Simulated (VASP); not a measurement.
Runs of VASP 6.6.1 on B. The structure is that of space group Fd-3m (No. 227), or close to it. The cells are those of the table. 

```tsv
task	spin	cell	k mesh	cutoff (eV)	gap on the mesh (eV)	pressure (GPa)
single point	off	a = 2.868 Å, angles 60.0°, 2 atoms	15 × 15 × 15	520	none	(a)
single point	off	a = 2.753 Å, angles 60.0°, 2 atoms	15 × 15 × 15	520	none	18.6
single point	off	a = 2.904 Å, angles 60.0°, 2 atoms	15 × 15 × 15	520	none	(b)
relaxation of cell and atoms	off	relaxed from a = 2.925 Å, angles 60.0°, 2 atoms	13 × 13 × 13	600	none	0.0
single point	off	a = 2.939 Å, angles 60.0°, 2 atoms	15 × 15 × 15	520	none	-17.6
single point	off	a = 2.830 Å, angles 60.0°, 2 atoms	13 × 13 × 13	520	none	0.2
single point	off	a = 2.830 Å, angles 60.0°, 2 atoms	22 × 22 × 22	520	none	0.2
single point	off	a = 2.792 Å, angles 60.0°, 2 atoms	15 × 15 × 15	520	none	8.5
single point	off	a = 2.830 Å, angles 60.0°, 2 atoms	15 × 15 × 15	520	none	0.2
single point	non-collinear, zero start, SOC	a = 2.830 Å, angles 60.0°, 2 atoms	13 × 13 × 13	520	-	0.2
single point	off	a = 2.712 Å, angles 60.0°, 2 atoms	15 × 15 × 15	520	none	30.6
```

Alike in all rows: level LDA; potentials or basis VASP PAW LDA potentials, release 64 (B); smearing fermi-dirac 0.1 eV.

**Question.** Fill in the values left out.

**Answer.** (a) -6.8; (b) -12.7.

A gap of «none» marks levels without a gap at the run's occupations.
